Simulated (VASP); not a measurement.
# Ga3Se (Pm-3m) in VASP: notebook

The runs below take Ga3Se through single point, relaxation of cell and atoms, with revPBE, RPBE, BLYP, r2SCAN, LDA.

All numbers are computed with VASP 6.6.1; they aren't measurements. Logs are shortened: lines on timing, memory, paths and dates and some standing lists are left out, and cuts for length are marked.

## Step 1: The cell of the first run

It takes space group Pm-3m (No. 221, cubic). The conventional cell has a = 4.456 Å, b = 4.456 Å, c = 4.456 Å, α = 90.00°, β = 90.00°, γ = 90.00°. Within 4.1 Å of Se (site symmetry m-3m) lie 12 Ga at 3.15 Å. Within 4.1 Å of Ga (site symmetry 4/mmm) lie 4 Se at 3.15 Å and 8 Ga at 3.15 Å.

## Step 2: Single point, revPBE

Contents of INCAR:

```
ALGO = Normal ; EDIFF = 1E-6
ENCUT = 520 ; GGA = RE
ISIF = 2 ; ISMEAR = -1
LASPH = T ; LCHARG = F
LREAL = F ; LWAVE = F
NBANDS = 30 ; NELM = 80
PREC = Accurate ; SIGMA = 0.05
```

Contents of KPOINTS:

```
k-points
0
Gamma
  6 6 6
```

Contents of POSCAR:

```
Ga3Se
1.0
    4.4561987696      0.0000000000      0.0000000000
    0.0000000000      4.4561987696      0.0000000000
    0.0000000000      0.0000000000      4.4561987696
Se Ga
1 3
Direct
    0.0000000000      0.0000000000      0.0000000000
    0.5000000000      0.5000000000      0.0000000000
    0.5000000000      0.0000000000      0.5000000000
    0.0000000000      0.5000000000      0.5000000000
```

Potentials or basis: VASP PAW PBE potentials, release 64 (Se, Ga_d).

On the command line:

```sh
> cat potpaw_PBE.64/Se/POTCAR potpaw_PBE.64/Ga_d/POTCAR > POTCAR
> mpirun -np 1 vasp_std > vasp.out
```

OUTCAR:

```text
EDIFF = 1E-6
   ENCUT = 520
   GGA = RE
   ISIF = 2
   ISMEAR = -1
   LASPH = T
   LREAL = F
   NELM = 80
   PREC = Accurate

 ion  position               nearest neighbor table
   1  0.000  0.000  0.000-
   2  0.500  0.500  0.000-
   3  0.500  0.000  0.500-
   4  0.000  0.500  0.500-

  LATTYP: Found a simple cubic cell.
 ALAT       =     4.4561987696

  Lattice vectors:

 A1 = (   4.4561987696,   0.0000000000,   0.0000000000)
 A2 = (   0.0000000000,   4.4561987696,   0.0000000000)
 A3 = (   0.0000000000,   0.0000000000,   4.4561987696)

Analysis of symmetry for initial positions (statically):
=====================================================================
 Subroutine PRICEL returns:
 Original cell was already a primitive cell.

 Routine SETGRP: Setting up the symmetry group for a
 simple cubic supercell.

 Subroutine GETGRP returns: Found 48 space group operations
 (whereof 48 operations were pure point group operations)
 out of a pool of 48 trial point group operations.

The static configuration has the point symmetry O_h .

Analysis of symmetry for dynamics (positions and initial velocities):
=====================================================================
 Subroutine PRICEL returns:
 Original cell was already a primitive cell.

 Routine SETGRP: Setting up the symmetry group for a
 simple cubic supercell.

 Subroutine GETGRP returns: Found 48 space group operations
 (whereof 48 operations were pure point group operations)
 out of a pool of 48 trial point group operations.

The dynamic configuration has the point symmetry O_h .

 Subroutine INISYM returns: Found 48 space group operations
 (whereof 48 operations are pure point group operations),
 and found     1 'primitive' translations

----------------------------------------------------------------------------------------

                                     Primitive cell

  volume of cell :      88.4899

  direct lattice vectors                    reciprocal lattice vectors
     4.456198770  0.000000000  0.000000000     0.224406507  0.000000000  0.000000000
     0.000000000  4.456198770  0.000000000     0.000000000  0.224406507  0.000000000
     0.000000000  0.000000000  4.456198770     0.000000000  0.000000000  0.224406507

  length of vectors
     4.456198770  4.456198770  4.456198770     0.224406507  0.224406507  0.224406507

  position of ions in fractional coordinates (direct lattice)
     0.000000000  0.000000000  0.000000000
     0.500000000  0.500000000  0.000000000
     0.500000000  0.000000000  0.500000000
     0.000000000  0.500000000  0.500000000

  ion indices of the primitive-cell ions
   primitive index   ion index
                 1           1
                 2           2
                 3           3
                 4           4

----------------------------------------------------------------------------------------

 KPOINTS: k-points

Automatic generation of k-mesh.
 Grid dimensions read from file:
 generate k-points for:    6    6    6

 Generating k-lattice:

  Cartesian coordinates                     Fractional coordinates (reciprocal lattice)
     0.037401084  0.000000000  0.000000000     0.166666667  0.000000000  0.000000000
     0.000000000  0.037401084  0.000000000     0.000000000  0.166666667  0.000000000
     0.000000000  0.000000000  0.037401084     0.000000000  0.000000000  0.166666667

  Length of vectors
     0.037401084  0.037401084  0.037401084

  Shift w.r.t. Gamma in fractional coordinates (k-lattice)
     0.000000000  0.000000000  0.000000000

 Subroutine IBZKPT returns following result:
 ===========================================

 Found     20 irreducible k-points:

 Following reciprocal coordinates:
            Coordinates               Weight
  0.000000  0.000000  0.000000      1.000000
  0.166667  0.000000  0.000000      6.000000
  0.333333  0.000000  0.000000      6.000000
  0.500000  0.000000  0.000000      3.000000
  0.166667  0.166667  0.000000     12.000000
  0.333333  0.166667  0.000000     24.000000
[... 12 lines left out ...]
  0.500000  0.500000  0.333333      6.000000
  0.500000  0.500000  0.500000      1.000000
   k-points           NKPTS =     20   k-points in BZ     NKDIM =     20   number of bands    NBANDS=     30
   number of dos      NEDOS =    301   number of ions     NIONS =      4
   total plane-waves  NPLWV =  46656
   dimension x,y,z NGX =    36 NGY =   36 NGZ =   36
   dimension x,y,z NGXF=    72 NGYF=   72 NGZF=   72
   ions per type =               1   3
   NGX,Y,Z   is equivalent  to a cutoff of  13.43, 13.43, 13.43 a.u.
   NGXF,Y,Z  is equivalent  to a cutoff of  26.86, 26.86, 26.86 a.u.
 SYSTEM =  unknown system
   PREC   = accura    normal or accurate (medium, high low for compatibility)
   ISTART =      0    job   : 0-new  1-cont  2-samecut
   ICHARG =      2    charge: 1-file 2-atom 10-const
   ISPIN  =      1    spin polarized calculation?
   LNONCOLLINEAR =      F non collinear calculations
   LSORBIT =      F    spin-orbit coupling
   LASPH  =      T    aspherical Exc in radial PAW
   ENCUT  =  520.0 eV  38.22 Ry    6.18 a.u.   8.29  8.29  8.29*2*pi/ulx,y,z
   NELM   =     80;   NELMIN=  2; NELMDL= -5     # of ELM steps
   EDIFF  = 0.1E-05   stopping-criterion for ELM
   LREAL  =      F    real-space projection
   EDIFFG = 0.1E-04   stopping-criterion for IOM
   NSW    =      0    number of steps for IOM
   IBRION =     -1    ionic relax: 0-MD 1-quasi-New 2-CG
   NFREE  =      0    steps in history (QN), initial steepest desc. (CG)
   ISIF   =      2    stress and relaxation
   ISYM   =      2    0-nonsym 1-usesym 2-fastsym
   POTIM  = 0.5000    time-step for ionic-motion
   TEBEG  =    0.0;   TEEND  =   0.0 temperature during run
   PSTRESS=    0.0 pullay stress
   NELECT =      45.0000    total number of electrons
   NUPDOWN=      -1.0000    fix difference up-down
   EMIN   =  10.00;   EMAX   =-10.00  energy-range for DOS
   EFERMI =   0.00;   METHOD = LEGACY
   ISMEAR =    -1;   SIGMA  =   0.05  broadening in eV -4-tet -1-fermi 0-gaus
   EFERMI_NEDOS =   21; number of points for ismear=-14 and -15
   IALGO  =     38    algorithm
   IMIX   =      4    mixing-type and parameters
     AMIX     =   0.40;   BMIX     =  1.00
     AMIX_MAG =   1.60;   BMIX_MAG =  1.00
  volume/ion in A,a.u.               =      22.12       149.29
  Fermi-wavevector in a.u.,A,eV,Ry     =   1.306716  2.469335 23.232029  1.707506
  Thomas-Fermi vector in A             =   2.437499
   LORBIT       =      0    0 simple, 1 ext, 2 COOP (PROOUT), +10 PAW based schemes
   GGA     = RE    functional components
   LHFCALC =     F    Hartree Fock is set to
   AEXX    =    0.0000 exact exchange contribution
   IVDW    =     0    specifies the selected vdW correction
   LEPSILON=     F    determine dielectric tensor
   LRPA    =     F    only Hartree local field effects (RPA)
 non-spin polarized calculation
  energy-cutoff  :      520.00
  volume of cell :       88.49
 maximum number of plane-waves:      2408
 NGX is ok and might be reduce to    36
   NGX = 17   NGY = 17   NGZ = 17

 number of electron      44.9999954 magnetization

 Free energy of the ion-electron system (eV)
  ---------------------------------------------------
  ext. energy  EPLUGINS =         0.00000000
  ---------------------------------------------------
  free energy    TOTEN  =       -11.26351644 eV

  energy without entropy =      -11.25208452  energy(sigma->0) =      -11.25780048

 E-fermi :   4.5979     XC(G=0): -10.1004

 val. band max:        4.5834888613   @ k =   0.5000   0.1667   0.0000
 cond. band min:       4.6909719395   @ k =   0.5000   0.3333   0.1667
 fundamental gap:      0.1074830782
 Fermi energy:         4.5979033914

 k-point     1 :       0.0000    0.0000    0.0000
  band No.  band energies     occupation
      1     -10.4765      2.00000
      2     -10.4613      2.00000
      3     -10.4613      2.00000
      4     -10.4613      2.00000
      5     -10.4136      2.00000
      6     -10.4136      2.00000
[... 22 lines left out ...]
     29      10.5195      0.00000
     30      11.6337      0.00000

 k-point     2 :       0.1667    0.0000    0.0000
  band No.  band energies     occupation
      1     -10.4612      2.00000
      2     -10.4584      2.00000
      3     -10.4484      2.00000
      4     -10.4484      2.00000
      5     -10.4118      2.00000
      6     -10.4046      2.00000
[... 22 lines left out ...]
     29      11.2823      0.00000
     30      11.8938      0.00000

 k-point     3 :       0.3333    0.0000    0.0000
  band No.  band energies     occupation
      1     -10.4522      2.00000
      2     -10.4252      2.00000
      3     -10.4136      2.00000
      4     -10.4136      2.00000
      5     -10.4058      2.00000
      6     -10.3820      2.00000
[... 22 lines left out ...]
     29      10.8571      0.00000
     30      11.4327      0.00000

 k-point     4 :       0.5000    0.0000    0.0000
  band No.  band energies     occupation
      1     -10.4487      2.00000
      2     -10.4115      2.00000
      3     -10.3850      2.00000
      4     -10.3815      2.00000
      5     -10.3815      2.00000
      6     -10.3651      2.00000
[... 22 lines left out ...]
     29       9.0856      0.00000
     30      10.7564      0.00000

 k-point     5 :       0.1667    0.1667    0.0000
  band No.  band energies     occupation
      1     -10.4517      2.00000
      2     -10.4503      2.00000
      3     -10.4409      2.00000
      4     -10.4359      2.00000
      5     -10.4064      2.00000
      6     -10.3976      2.00000
[... 22 lines left out ...]
     29      11.0424      0.00000
     30      11.6979      0.00000
[... 394 lines left out ...]
     29      11.4398      0.00000
     30      12.5490      0.00000

 k-point    18 :       0.5000    0.3333    0.3333
  band No.  band energies     occupation
      1     -10.4832      2.00000
      2     -10.4143      2.00000
      3     -10.4050      2.00000
      4     -10.4005      2.00000
      5     -10.3975      2.00000
      6     -10.3954      2.00000
[... 22 lines left out ...]
     29      11.6844      0.00000
     30      11.8192      0.00000

 k-point    19 :       0.5000    0.5000    0.3333
  band No.  band energies     occupation
      1     -10.5002      2.00000
      2     -10.4081      2.00000
      3     -10.4081      2.00000
      4     -10.4055      2.00000
      5     -10.3988      2.00000
      6     -10.3988      2.00000
[... 22 lines left out ...]
     29      11.8039      0.00000
     30      12.7811      0.00000

 k-point    20 :       0.5000    0.5000    0.5000
  band No.  band energies     occupation
      1     -10.5195      2.00000
      2     -10.4115      2.00000
      3     -10.4115      2.00000
      4     -10.4115      2.00000
      5     -10.4045      2.00000
      6     -10.4045      2.00000
[... 22 lines left out ...]
     29      13.0784      0.00000
     30      13.0784      0.00000

------------------------ aborting loop because EDIFF is reached ----------------------------------------

  FORCE on cell =-STRESS in cart. coord.  units (eV):
  Direction    XX          YY          ZZ          XY          YZ          ZX
  --------------------------------------------------------------------------------------
  -------------------------------------------------------------------------------------
  Total        0.0466982      0.0466982      0.0466982      0.0000000      0.0000000     -0.0000000
  in kB        0.8455070      0.8455070      0.8455070      0.0000000      0.0000000     -0.0000000
  external PRESSURE =       0.8455070 kB  Pullay stress =       0.0000000 kB

 VOLUME and BASIS-vectors are now :
 -----------------------------------------------------------------------------
  energy-cutoff  :      520.00
  volume of cell :       88.49
      direct lattice vectors                 reciprocal lattice vectors
     4.456198770  0.000000000  0.000000000     0.224406507  0.000000000  0.000000000
     0.000000000  4.456198770  0.000000000     0.000000000  0.224406507  0.000000000
     0.000000000  0.000000000  4.456198770     0.000000000  0.000000000  0.224406507

 POSITION                                       TOTAL-FORCE (eV/Angst)
 -----------------------------------------------------------------------------------
      0.00000      0.00000      0.00000         0.000000      0.000000      0.000000
      2.22810      2.22810      0.00000         0.000000      0.000000      0.000000
      2.22810      0.00000      2.22810         0.000000      0.000000      0.000000
      0.00000      2.22810      2.22810         0.000000      0.000000      0.000000
 -----------------------------------------------------------------------------------
    total drift:                                0.000000      0.000000      0.000000

  FREE ENERGIE OF THE ION-ELECTRON SYSTEM (eV)
  ---------------------------------------------------
  free  energy   TOTEN  =       -11.2635164408 eV

  energy  without entropy=      -11.2520845170  energy(sigma->0) =      -11.25780048
```

Run time: 41 s. Hardware: 1 thread of Intel Xeon 6975P-C (Granite Rapids), shared host; peak memory 0.22 GiB.

Results:

| Item | Value |
| --- | --- |
| Free energy | -11.2635 eV |
| Pressure | 0.1 GPa |

Caveat: the PAW data sets were made with another functional, which shifts forces and pressure a little.

## Step 3: Single point, RPBE

This run uses another cell than the first one, of 22.40 Å³/atom, 1.013 times its volume.

Contents of INCAR:

```
ALGO = Normal ; EDIFF = 1E-7
ENCUT = 520 ; GGA = RP
ISIF = 2 ; ISMEAR = -1
LASPH = True ; LCHARG = False
LREAL = False ; LWAVE = False
NBANDS = 30 ; NELM = 60
PREC = Accurate ; SIGMA = 0.05
```

KPOINTS is that of step 2.

Contents of POSCAR:

```
Ga3Se
1.0
    4.4748035427      0.0000000000      0.0000000000
    0.0000000000      4.4748035427      0.0000000000
    0.0000000000      0.0000000000      4.4748035427
Se Ga
1 3
Direct
    0.0000000000      0.0000000000      0.0000000000
    0.5000000000      0.5000000000      0.0000000000
    0.5000000000      0.0000000000      0.5000000000
    0.0000000000      0.5000000000      0.5000000000
```

Potentials or basis: VASP PAW PBE potentials, release 64 (Se, Ga_d).

On the command line:

```sh
> cat potpaw_PBE.64/Se/POTCAR potpaw_PBE.64/Ga_d/POTCAR > POTCAR
> mpirun -np 1 vasp_std > vasp.out
```

Wall time 51 s (1 thread of Intel Xeon 6975P-C (Granite Rapids), shared host); peak memory 0.22 GiB.

The run converged. Its results:

| Quantity | Value |
| --- | --- |
| Free energy | -11.0583 eV |
| Pressure | 0.1 GPa |

Levels at points of the mesh, in eV from the Fermi level:
| k point | band 20 | band 21 | band 22 | band 23 | band 24 | band 25 |
| --- | --- | --- | --- | --- | --- | --- |
| (0.00, 0.00, 0.00) | -3.63 | -2.85 | -2.85 | 1.55 | 1.55 | 1.55 |
| (0.50, 0.00, 0.00) | -2.73 | -2.21 | -1.06 | -0.22 | -0.22 | 1.23 |
| (0.50, 0.50, 0.00) | -2.13 | -0.76 | -0.76 | -0.74 | 1.29 | 1.68 |
| (0.50, 0.50, 0.50) | -4.72 | -4.72 | -4.72 | -3.40 | 3.84 | 3.84 |

Caveat: the PAW data sets were made with another functional, which shifts forces and pressure a little.

## Step 4: Single point, BLYP

This run uses another cell than the first one, of 24.71 Å³/atom, 1.117 times its volume.

Contents of INCAR:

```
SYSTEM = Ga3Se
PREC = Accurate
ENCUT = 520
EDIFF = 1E-7
ISMEAR = -1
SIGMA = 0.05
LREAL = .False.
LASPH = .True.
NELM = 80
ALGO = Normal
ISIF = 2
LWAVE = .False.
LCHARG = .False.
GGA = B5
ALDAX = 1.0
AGGAX = 1.0
AGGAC = 1.0
ALDAC = 0.0
NBANDS = 30
```

Contents of KPOINTS:

```
Automatic mesh
0
Gamma
  6 6 6
  0 0 0
```

Contents of POSCAR:

```
Ga3Se
1.0
    4.6232897706      0.0000000000      0.0000000000
    0.0000000000      4.6232897706      0.0000000000
    0.0000000000      0.0000000000      4.6232897706
Se Ga
1 3
Direct
    0.0000000000      0.0000000000      0.0000000000
    0.5000000000      0.5000000000      0.0000000000
    0.5000000000      0.0000000000      0.5000000000
    0.0000000000      0.5000000000      0.5000000000
```

On the command line:

```sh
> cat potpaw_PBE.64/Se/POTCAR potpaw_PBE.64/Ga_d/POTCAR > POTCAR
> mpirun -np 1 vasp_std > vasp.out
```

Wall time 72 s (1 thread of Intel Xeon 6975P-C (Granite Rapids), shared host); peak memory 0.22 GiB.

Results (log left out):

* Free energy: -9.9024 eV
* Pressure: 0.0 GPa

Levels at points of the mesh, in eV from the Fermi level:
```tsv
k point	band 18	band 19	band 20	band 21	band 22	band 23	band 24	band 25	band 26	band 27
(0.00, 0.00, 0.00)	-3.25	-3.25	-3.10	-3.10	-3.10	1.45	1.45	1.45	4.02	4.02
(0.50, 0.00, 0.00)	-5.32	-2.85	-2.31	-2.31	-0.88	0.01	0.01	1.57	3.34	3.72
(0.50, 0.50, 0.00)	-6.28	-6.04	-1.79	-0.96	-0.96	-0.50	1.00	1.80	1.80	1.83
(0.50, 0.50, 0.50)	-5.10	-5.10	-4.03	-4.03	-4.03	-2.89	3.43	3.43	3.43	7.32
```

Caveat: the PAW data sets were made with another functional, which shifts forces and pressure a little.

(Continued in part 2 of 2.)
